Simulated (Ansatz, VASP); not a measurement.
Two plane-wave programs on CdS

```
Cd S
1.0
     4.12453    0.00000    0.00000
    -2.06227    3.57195    0.00000
     0.00000    0.00000    6.70921
Cd S
2 2
Cartesian
  0.0000 2.3813 -0.1850
  2.0623 1.1907 3.1696
  0.0000 2.3813 2.7144
  2.0623 1.1907 6.0690
```

Change from the starting cell: polar distortion scaled by 0.55.

Alike in both runs: task single point; functional PBEsol; k mesh 9 × 9 × 4; no spin polarisation.

```csv
,VASP,Ansatz
version,VASP 6.6.1,Ansatz 0.2.0
potentials or method,"VASP PAW PBE potentials, release 64 (Cd_sv_GW, S), cutoff 630 eV","scalar-relativistic, plane waves, PAW"
occupations,"gaussian, width 0.01 eV",fixed
valence electrons in the cell,52,52
```

VASP gave:

```
gap on the k mesh at the Fermi level (eV)                     : 1.26
least direct gap on the mesh (eV)                             : 1.26
pressure (GPa)                                                : 1.9
traceless stress, the component that is largest in VASP (GPa) : -5.18
rms of the force components (eV/Å)                            : 0.394
```

Estimate Ansatz's values.

gap on the k mesh at the Fermi level (eV): 1.26; least direct gap on the mesh (eV): 1.26; pressure (GPa): 2.0; traceless stress, the component that is largest in VASP (GPa): -5.21; rms of the force components (eV/Å): 0.396.

VASP's potentials were made for PBE, not for PBEsol, and Ansatz warns of the same on its side. Atom by atom the forces differ by 0.002 eV/Å (rms over components).
